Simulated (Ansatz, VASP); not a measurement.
Given: the input of a run of VASP 6.6.1 on SiC.

Contents of INCAR:

```
SYSTEM = SiC
  AGGAC = 1.0
  AGGAX = 1.0
  ALDAC = 0.0
  ALDAX = 1.0
  ALGO = Normal
  EDIFF = 1E-6
  ENCUT = 600
  GGA = B5
  GGA_COMPAT = .False.
  ISIF = 2
  ISMEAR = -1
  LASPH = .True.
  LCHARG = .False.
  LREAL = .False.
  LWAVE = .False.
  NBANDS = 11
  NELM = 120
  PREC = Accurate
  SIGMA = 0.05
```

The input KPOINTS:

```
k-points
0
Gamma
  10 10 10
  0 0 0
```

The input POSCAR:

```
SiC
1.0
    0.0000000000      2.1643753983      2.1643753983
    2.1643753983      0.0000000000      2.1643753983
    2.1643753983      2.1643753983      0.0000000000
Si C
1 1
Direct
    0.0000000000      0.0000000000      0.0000000000
    0.7500000000      0.7500000000      0.7500000000
```

Potentials or basis: VASP PAW PBE potentials, release 64 (Si, C).

Run with:

```sh
$ cat potpaw_PBE.64/Si/POTCAR potpaw_PBE.64/C/POTCAR > POTCAR
$ mpirun -np 1 vasp_std > vasp.out
```

Set up the same calculation for Ansatz 0.2.0. Potentials there: Ansatz PAW.

As run (the cutoff follows the program's own potentials):

File input.yaml:

```yaml
crystal:
  lattice:
    - [0.0, 2.1643753983, 2.1643753983]
    - [2.1643753983, 0.0, 2.1643753983]
    - [2.1643753983, 2.1643753983, 0.0]
  atoms:
    - { symbol: Si, position: [0.0, 0.0, 0.0] }
    - { symbol: C, position: [0.75, 0.75, 0.75] }
hamiltonian:
  xc: blyp
  pseudopotentials: { kind: paw }
kpoints:
  mp_grid: { grid: [10, 10, 10] }
scf:
  occupations: { method: fermi_dirac, width: 0.05 }
output:
  forces: true
  stress: true
  eigenvalues: true
```

Potentials or basis: Ansatz PAW.

Launch:

```console
$ ansatz run input.yaml --threads 2 --pin off --max-ram 5120MiB --backend cpu --events-out ev --progress --plain --runs-dir out
```

Both were run:

|  | VASP | Ansatz | Ansatz less VASP |
| --- | --- | --- | --- |
| gap on the k mesh at the Fermi level (eV) | 1.69 | 1.69 | -0.003 |
| least direct gap on the mesh (eV) | 4.86 | 4.84 | -0.016 |
| pressure (GPa) | 13.1 | 12.6 | -0.50 |

VASP's potentials were made for PBE, not for BLYP. With one functional, cell and mesh, what is left measures potentials, basis and numerics.
